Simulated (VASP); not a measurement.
# Pb (P6_3/mmc) in VASP: notebook

The runs below take Pb through vibrations by perturbation theory, with PBEsol.

All numbers are computed with VASP 6.6.1; they aren't measurements. Logs are shortened: lines on timing, memory, paths and dates and some standing lists are left out, and cuts for length are marked.

**1. The cell of the first run**

It takes space group P6_3/mmc (No. 194, hexagonal). The conventional cell has a = 3.473 Å, b = 3.473 Å, c = 5.715 Å, α = 90.00°, β = 90.00°, γ = 120.00°. Within 4.6 Å of Pb (site symmetry -6m2) lie 12 Pb at 3.47 to 3.49 Å.

This isn't the form of Pb at room conditions, which is fcc.

**2. Vibrations by perturbation theory, PBEsol**

File INCAR:

```
SYSTEM = Pb
ALGO     = Normal         ! electronic algorithm
EDIFF    = 1E-8           ! SCF threshold, eV
ENCUT    = 520            ! plane-wave cutoff, eV
GGA      = PS             ! functional
IBRION   = 8              ! ionic algorithm
ISIF     = 2              ! what is computed and relaxed
ISMEAR   = -1             ! smearing method
LASPH    = .True.         ! aspherical terms in the spheres
LCHARG   = .True.         ! write CHGCAR
LREAL    = .False.        ! projectors in reciprocal space
LWAVE    = .False.        ! write WAVECAR
NBANDS   = 21             ! bands
NELM     = 100            ! most SCF steps
NSW      = 1              ! ionic steps
PREC     = Accurate       ! precision mode
SIGMA    = 0.1            ! smearing width, eV
```

File KPOINTS:

```
k-points
0
Gamma
  12 12 6
  0 0 0
```

File POSCAR:

```
Pb
1.0
    3.4728572689      0.0000000000      0.0000000000
   -1.7364286344      3.0075826186      0.0000000000
    0.0000000000      0.0000000000      5.7146689172
Pb
2
Direct
    0.3333333333      0.6666666667      0.2500000000
    0.6666666667      0.3333333333      0.7500000000
```

Potentials or basis: VASP PAW PBE potentials, release 64 (Pb_d).

Launch:

```
> cat potpaw_PBE.64/Pb_d/POTCAR > POTCAR
> mpirun -np 1 vasp_std > vasp.out
```

OUTCAR:

```text
SYSTEM = Pb
   EDIFF = 1E-8
   ENCUT = 520
   GGA = PS
   IBRION = 8
   ISIF = 2
   ISMEAR = -1
   LASPH = .True.
   LREAL = .False.
   NELM = 100
   NSW = 1
   PREC = Accurate

 ion  position               nearest neighbor table
   1  0.333  0.667  0.250-   2 3.49   2 3.49   2 3.49   2 3.49   2 3.49   2 3.49
   2  0.667  0.333  0.750-   1 3.49   1 3.49   1 3.49   1 3.49   1 3.49   1 3.49

  LATTYP: Found a hexagonal cell.
 ALAT       =     3.4728572689
 C/A-ratio  =     1.6455236927

  Lattice vectors:

 A1 = (   3.4728572689,   0.0000000000,   0.0000000000)
 A2 = (  -1.7364286344,   3.0075826186,   0.0000000000)
 A3 = (   0.0000000000,   0.0000000000,   5.7146689172)

Analysis of symmetry for initial positions (statically):
=====================================================================
 Subroutine PRICEL returns:
 Original cell was already a primitive cell.

 Routine SETGRP: Setting up the symmetry group for a
 hexagonal supercell.

 Subroutine GETGRP returns: Found 24 space group operations
 (whereof 12 operations were pure point group operations)
 out of a pool of 24 trial point group operations.

The static configuration has the point symmetry D_3d.
 The point group associated with its full space group is D_6h.

Analysis of symmetry for dynamics (positions and initial velocities):
=====================================================================
 Subroutine PRICEL returns:
 Original cell was already a primitive cell.

 Routine SETGRP: Setting up the symmetry group for a
 hexagonal supercell.

 Subroutine GETGRP returns: Found 24 space group operations
 (whereof 12 operations were pure point group operations)
 out of a pool of 24 trial point group operations.

The dynamic configuration has the point symmetry D_3d.
 The point group associated with its full space group is D_6h.

 Subroutine INISYM returns: Found 24 space group operations
 (whereof 12 operations are pure point group operations),
 and found     1 'primitive' translations

----------------------------------------------------------------------------------------

                                     Primitive cell

  volume of cell :      59.6892

  direct lattice vectors                    reciprocal lattice vectors
     3.472857269  0.000000000  0.000000000     0.287947336  0.166246472  0.000000000
    -1.736428634  3.007582619  0.000000000     0.000000000  0.332492944  0.000000000
     0.000000000  0.000000000  5.714668917     0.000000000  0.000000000  0.174988265

  length of vectors
     3.472857269  3.472857269  5.714668917     0.332492944  0.332492944  0.174988265

  position of ions in fractional coordinates (direct lattice)
     0.333333333  0.666666667  0.250000000
     0.666666667  0.333333333  0.750000000

  ion indices of the primitive-cell ions
   primitive index   ion index
                 1           1
                 2           2

----------------------------------------------------------------------------------------

 KPOINTS: k-points

Automatic generation of k-mesh.
 Grid dimensions read from file:
 generate k-points for:   12   12    6

 Generating k-lattice:

  Cartesian coordinates                     Fractional coordinates (reciprocal lattice)
     0.023995611  0.013853873  0.000000000     0.083333333  0.000000000  0.000000000
[... 87 lines left out ...]
   IVDW    =     0    specifies the selected vdW correction
   LEPSILON=     F    determine dielectric tensor
   LRPA    =     F    only Hartree local field effects (RPA)
 non-spin polarized calculation
  energy-cutoff  :      520.00
  volume of cell :       59.69
 maximum number of plane-waves:      1633
 NGX is ok and might be reduce to    28
   NGX = 13   NGY = 13   NGZ = 21

--------------------------------------- Ionic step        1  -------------------------------------------

 number of electron      28.0000003 magnetization

 Free energy of the ion-electron system (eV)
  ---------------------------------------------------
  ext. energy  EPLUGINS =         0.00000000
  ---------------------------------------------------
  free energy    TOTEN  =        -7.99919258 eV

  energy without entropy =       -7.96274291  energy(sigma->0) =       -7.98096775

 E-fermi :   7.2634     XC(G=0): -10.4197

 val. band max:        7.2318503075   @ k =   0.4167   0.1667   0.3333
 cond. band min:       7.2732694227   @ k =   0.2500   0.2500   0.5000
 fundamental gap:      0.0414191152
 Fermi energy:         7.2634087188

 k-point     1 :       0.0000    0.0000    0.0000
  band No.  band energies     occupation
      1      -9.7643      2.00000
      2      -9.7342      2.00000
      3      -9.7056      2.00000
      4      -9.7056      2.00000
      5      -9.6839      2.00000
      6      -9.6839      2.00000
[... 565 lines left out ...]
     20      15.3398      0.00000
     21      16.9900      0.00000

 [... further k-points ...]

------------------------ aborting loop because EDIFF is reached ----------------------------------------

  FORCE on cell =-STRESS in cart. coord.  units (eV):
  Direction    XX          YY          ZZ          XY          YZ          ZX
  --------------------------------------------------------------------------------------
  -------------------------------------------------------------------------------------
  Total       -0.0429756     -0.0429756     -0.0228342     -0.0000000      0.0000000      0.0000000
  in kB       -1.1535521     -1.1535521     -0.6129157     -0.0000000      0.0000000      0.0000000
  external PRESSURE =      -0.9733400 kB  Pullay stress =       0.0000000 kB

 VOLUME and BASIS-vectors are now :
 -----------------------------------------------------------------------------
  energy-cutoff  :      520.00
  volume of cell :       59.69
      direct lattice vectors                 reciprocal lattice vectors
     3.472857269  0.000000000  0.000000000     0.287947336  0.166246472  0.000000000
    -1.736428634  3.007582619  0.000000000     0.000000000  0.332492944  0.000000000
     0.000000000  0.000000000  5.714668917     0.000000000  0.000000000  0.174988265

 POSITION                                       TOTAL-FORCE (eV/Angst)
 -----------------------------------------------------------------------------------
     -0.00000      2.00506      1.42867         0.000000     -0.000000      0.000000
      1.73643      1.00253      4.28600        -0.000000      0.000000      0.000000
 -----------------------------------------------------------------------------------
    total drift:                               -0.000000      0.000000      0.000000

  FREE ENERGIE OF THE ION-ELECTRON SYSTEM (eV)
  ---------------------------------------------------
  free  energy   TOTEN  =        -7.9991925781 eV

  energy  without entropy=       -7.9627429141  energy(sigma->0) =       -7.98096775

[... ionic steps 2 to 3 ...]

--------------------------------------- Ionic step        4  -------------------------------------------

------------------------ aborting loop because EDIFF is reached ----------------------------------------

[... ionic steps 5 to 5 ...]

--------------------------------------- Ionic step        6  -------------------------------------------

 Free energy of the ion-electron system (eV)
  ---------------------------------------------------
  ---------------------------------------------------
  free energy    TOTEN  =        -0.35720960 eV

  energy without entropy =       -0.35720960

------------------------ aborting loop because EDIFF is reached ----------------------------------------

 INTERNAL STRAIN TENSOR  FOR ION    1  DIRECTION 3   (eV/Angst):
 -----------------------------------------------------------------------------
    -0.00576 -0.00000 -0.00000
    -0.00000 -0.00576 -0.00000
    -0.00000 -0.00000  0.01004

 INTERNAL STRAIN TENSOR FOR ION    2 for displacements in x,y,z  (eV/Angst):
          X           Y           Z          XY          YZ          ZX
  --------------------------------------------------------------------------------
  x     0.00000    -0.00000     0.00000     0.35056     0.00000     0.00000
  y     0.35056    -0.35056    -0.00000    -0.00000     0.00000     0.00000
  z     0.00000     0.00000     0.00000     0.00000    -0.00000     0.00000

 SECOND DERIVATIVES (NOT SYMMETRIZED)
 ------------------------------------
               1X          1Y          1Z          2X          2Y          2Z
  1X    -0.268252   -0.000000    0.000000    0.268252    0.000000    0.000000
  1Y    -0.000000   -0.268252    0.000000    0.000000    0.268252    0.000000
  1Z     0.000000    0.000000   -2.208693   -0.000000    0.000000    2.208693
  2X     0.268252    0.000000    0.000000   -0.268252   -0.000000    0.000000
  2Y     0.000000    0.268252    0.000000   -0.000000   -0.268252    0.000000
  2Z    -0.000000    0.000000    2.208693    0.000000    0.000000   -2.208693

 Eigenvectors and eigenvalues of the dynamical matrix
 ----------------------------------------------------

   1 f  =    2.282646 THz    14.342285 2PiTHz   76.140862 cm-1     9.440259 meV
             X         Y         Z           dx          dy          dz
     -0.000000  2.005055  1.428667    -0.000000    0.000000    0.707107
      1.736429  1.002528  4.286002     0.000000    0.000000   -0.707107
[... 11 lines left out ...]
   4 f  =    0.000000 THz     0.000000 2PiTHz    0.000000 cm-1     0.000000 meV
             X         Y         Z           dx          dy          dz
     -0.000000  2.005055  1.428667     0.101010   -0.683278   -0.151421
      1.736429  1.002528  4.286002     0.101010   -0.683278   -0.151421

   5 f/i=    0.000000 THz     0.000000 2PiTHz    0.000000 cm-1     0.000000 meV
             X         Y         Z           dx          dy          dz
     -0.000000  2.005055  1.428667    -0.699775   -0.096287   -0.032314
      1.736429  1.002528  4.286002    -0.699775   -0.096287   -0.032314

   6 f/i=    0.000000 THz     0.000000 2PiTHz    0.000001 cm-1     0.000000 meV
             X         Y         Z           dx          dy          dz
     -0.000000  2.005055  1.428667    -0.010606   -0.154467    0.689947
      1.736429  1.002528  4.286002    -0.010606   -0.154467    0.689947

--------------------------------------------------------------------------------------------------------

 ELASTIC MODULI CONTR FROM IONIC RELAXATION (kBar)
 Direction    XX          YY          ZZ          XY          YZ          ZX
 --------------------------------------------------------------------------------
 XX         -12.2966     12.2966      0.0000     -0.0000      0.0000     -0.0000
 YY          12.2966    -12.2966     -0.0000     -0.0000      0.0000     -0.0000
 ZZ           0.0000     -0.0000     -0.0000     -0.0000      0.0000     -0.0000
 XY          -0.0000     -0.0000     -0.0000    -12.2966      0.0000     -0.0000
 YZ           0.0000      0.0000      0.0000      0.0000     -0.0000      0.0000
 ZX          -0.0000     -0.0000     -0.0000     -0.0000      0.0000     -0.0000
 --------------------------------------------------------------------------------
```

It took 7 min on 1 thread of AMD EPYC 9R45 (Zen 5), shared host; peak memory 0.72 GiB.

Results:

- Highest phonon frequency at Γ: 76 cm⁻¹

Phonon frequencies in cm⁻¹ (negative: imaginary):
| q point | frequencies |
| --- | --- |
| (0.000, 0.000, 0.000) | 0 0 0 27 27 76 |

Caveat: the PAW data sets were made with another functional, which shifts forces and pressure a little; spin-orbit coupling is left out, which moves the levels of the heavy elements.

**3. Vibrations by perturbation theory, PBEsol**

File INCAR:

```
PREC     = Accurate       # precision mode
ENCUT    = 520            # plane-wave cutoff, eV
EDIFF    = 1E-8           # SCF threshold, eV
ISMEAR   = -1             # smearing method
SIGMA    = 0.1            # smearing width, eV
LREAL    = False          # projectors in reciprocal space
LASPH    = True           # aspherical terms in the spheres
NELM     = 80             # most SCF steps
ALGO     = Normal         # electronic algorithm
ISIF     = 2              # what is computed and relaxed
LWAVE    = False          # write WAVECAR
LCHARG   = False          # write CHGCAR
GGA      = PS             # functional
IBRION   = 8              # ionic algorithm
NSW      = 1              # ionic steps
```

File KPOINTS:

```
regular mesh
0
Gamma
  12 12 6
```

POSCAR is that of step 2.

Potentials or basis: VASP PAW PBE potentials, release 64 (Pb_d).

Launch:

```
> cat potpaw_PBE.64/Pb_d/POTCAR > POTCAR
> mpirun -np 1 vasp_std > vasp.out
```

OUTCAR:

```text
PREC = Accurate
   ENCUT = 520
   EDIFF = 1E-8
   ISMEAR = -1
   LREAL = False
   LASPH = True
   NELM = 80
   ISIF = 2
   GGA = PS
   IBRION = 8
   NSW = 1

 ion  position               nearest neighbor table
   1  0.333  0.667  0.250-   2 3.49   2 3.49   2 3.49   2 3.49   2 3.49   2 3.49
   2  0.667  0.333  0.750-   1 3.49   1 3.49   1 3.49   1 3.49   1 3.49   1 3.49

  LATTYP: Found a hexagonal cell.
 ALAT       =     3.4728572689
 C/A-ratio  =     1.6455236927

  Lattice vectors:

 A1 = (   3.4728572689,   0.0000000000,   0.0000000000)
 A2 = (  -1.7364286344,   3.0075826186,   0.0000000000)
 A3 = (   0.0000000000,   0.0000000000,   5.7146689172)

Analysis of symmetry for initial positions (statically):
=====================================================================
 Subroutine PRICEL returns:
 Original cell was already a primitive cell.

 Routine SETGRP: Setting up the symmetry group for a
[... 738 lines left out ...]
    -0.00558  0.00000 -0.00000
    -0.00000 -0.00558 -0.00000
     0.00000  0.00000  0.01005

 INTERNAL STRAIN TENSOR FOR ION    2 for displacements in x,y,z  (eV/Angst):
          X           Y           Z          XY          YZ          ZX
  --------------------------------------------------------------------------------
  x     0.00000    -0.00000     0.00000     0.35054     0.00000     0.00000
  y     0.35054    -0.35054    -0.00000    -0.00000     0.00000     0.00000
  z    -0.00000     0.00000    -0.00000     0.00000     0.00000     0.00000

 SECOND DERIVATIVES (NOT SYMMETRIZED)
 ------------------------------------
               1X          1Y          1Z          2X          2Y          2Z
  1X    -0.268286   -0.000000    0.000000    0.268286    0.000000    0.000000
  1Y    -0.000000   -0.268286    0.000000    0.000000    0.268286    0.000000
  1Z     0.000000    0.000000   -2.212656    0.000000   -0.000000    2.212656
  2X     0.268286    0.000000    0.000000   -0.268286   -0.000000    0.000000
  2Y     0.000000    0.268286    0.000000   -0.000000   -0.268286    0.000000
  2Z     0.000000   -0.000000    2.212656    0.000000    0.000000   -2.212656

 Eigenvectors and eigenvalues of the dynamical matrix
 ----------------------------------------------------

   1 f  =    2.284693 THz    14.355149 2PiTHz   76.209150 cm-1     9.448726 meV
             X         Y         Z           dx          dy          dz
     -0.000000  2.005055  1.428667     0.000000   -0.000000    0.707107
      1.736429  1.002528  4.286002     0.000000    0.000000   -0.707107
[... 16 lines left out ...]
   5 f  =    0.000000 THz     0.000000 2PiTHz    0.000000 cm-1     0.000000 meV
             X         Y         Z           dx          dy          dz
     -0.000000  2.005055  1.428667     0.707107   -0.000001   -0.000000
      1.736429  1.002528  4.286002     0.707107   -0.000001   -0.000000

   6 f/i=    0.000000 THz     0.000000 2PiTHz    0.000001 cm-1     0.000000 meV
             X         Y         Z           dx          dy          dz
     -0.000000  2.005055  1.428667     0.000000   -0.072422    0.703388
      1.736429  1.002528  4.286002     0.000000   -0.072422    0.703388

--------------------------------------------------------------------------------------------------------

 ELASTIC MODULI CONTR FROM IONIC RELAXATION (kBar)
 Direction    XX          YY          ZZ          XY          YZ          ZX
 --------------------------------------------------------------------------------
 XX         -12.2937     12.2937      0.0000     -0.0000      0.0000      0.0000
 YY          12.2937    -12.2937     -0.0000     -0.0000     -0.0000     -0.0000
 ZZ           0.0000     -0.0000     -0.0000     -0.0000      0.0000      0.0000
 XY          -0.0000     -0.0000     -0.0000    -12.2937     -0.0000     -0.0000
 YZ           0.0000     -0.0000      0.0000     -0.0000     -0.0000     -0.0000
 ZX           0.0000     -0.0000      0.0000     -0.0000     -0.0000     -0.0000
 --------------------------------------------------------------------------------
```

OSZICAR:

```text
N       E                     dE             d eps       ncg     rms          rms(c)
DAV:   1     0.282004480959E+03    0.28200E+03   -0.14758E+04  2736   0.191E+03
DAV:   2     0.111980284937E+02   -0.27081E+03   -0.26763E+03  2738   0.440E+02
DAV:   3    -0.745627279793E+01   -0.18654E+02   -0.18374E+02  3394   0.144E+02
DAV:   4    -0.801523616057E+01   -0.55896E+00   -0.55689E+00  3314   0.288E+01
[... 48 lines left out ...]
RMM:  14    -0.357209665101E+00   -0.15059E-08   -0.51914E-07  6247   0.252E-05    0.959E-07
RMM:  15    -0.357209613467E+00    0.51634E-07   -0.11151E-07  5301   0.134E-05    0.302E-07
RMM:  16    -0.357209611589E+00    0.18779E-08   -0.14022E-07  4869   0.711E-06    0.131E-07
RMM:  17    -0.357209599381E+00    0.12207E-07   -0.37046E-08  3607   0.414E-06    0.581E-08
 Linear response finished
```

stdout:

```text
POSCAR found type information on POSCAR Pb
 POSCAR found :  1 types and       2 ions
 scaLAPACK will be used
 -----------------------------------------------------------------------------
|                                                                             |
|                                                                             |
|     You enforced a specific xc type in the INCAR file but a different       |
|     I HOPE YOU KNOW WHAT YOU ARE DOING!                                     |
|                                                                             |
 -----------------------------------------------------------------------------

 LDA part: xc-table for (Slater+PW92), standard interpolation
 POSCAR, INCAR and KPOINTS ok, starting setup
 FFT: planning ... GRIDC
 FFT: planning ... GRID_SOFT
 FFT: planning ... GRID
 WAVECAR not read
 entering main loop
 Linear response reoptimize wavefunctions to high precision
 Linear response DOF=           2
 Linear response progress:
 first order change of Fermi-energy   0.45872E-05
 force on displaced ion       1 direction 1 :  -0.268  -0.001   0.000
 Linear response progress:
 first order change of Fermi-energy   0.46955E-05
 force on displaced ion       1 direction 3 :  -0.000  -0.000  -2.213
 Linear response finished
```

It took 6.6 min on 1 thread of AMD EPYC 9R45 (Zen 5), shared host; peak memory 0.65 GiB.

Results:

```yaml
Highest_phonon_frequency_at_Γ: 76 cm⁻¹
```

Phonon frequencies in cm⁻¹ (negative: imaginary):
```
              q point     frequencies
(0.000, 0.000, 0.000)  0 0 0 27 27 76
```

Caveat: the PAW data sets were made with another functional, which shifts forces and pressure a little; spin-orbit coupling is left out, which moves the levels of the heavy elements.

(Part 1 of 2 ends here.)
